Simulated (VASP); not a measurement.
Here is a VASP 6.6.1 calculation.

INCAR

```
SYSTEM = LiF
  PREC = Accurate
  ENCUT = 750
  EDIFF = 1E-6
  ISMEAR = 0
  SIGMA = 0.01
  LREAL = .FALSE.
  LASPH = .TRUE.
  NELM = 120
  ALGO = Normal
  ISIF = 2
  LWAVE = .FALSE.
  LCHARG = .FALSE.
  GGA = PE
  NBANDS = 12
  GGA_COMPAT = .FALSE.
```

The input KPOINTS:

```
Automatic mesh
0
G
  3 3 3
  0 0 0
```

POSCAR

```
LiF
1.0
    0.0000000000      1.9948691814      1.9948691814
    1.9948691814      0.0000000000      1.9948691814
    1.9948691814      1.9948691814      0.0000000000
Li F
1 1
Direct
    0.0000000000      0.0000000000      0.0000000000
    0.5000000000      0.5000000000      0.5000000000
```

Potentials or basis: VASP PAW PBE potentials, release 64 (Li_sv, F).

The run is started by

```bash
$ cat potpaw_PBE.64/Li_sv/POTCAR potpaw_PBE.64/F/POTCAR > POTCAR
$ mpirun -np 1 vasp_std > vasp.out
```

Estimate the band gap on the k mesh.

9.32 eV, direct.

Estimate the pressure.

4.2 GPa.

Caveat: the k points lie up to 0.91 Å⁻¹ apart.
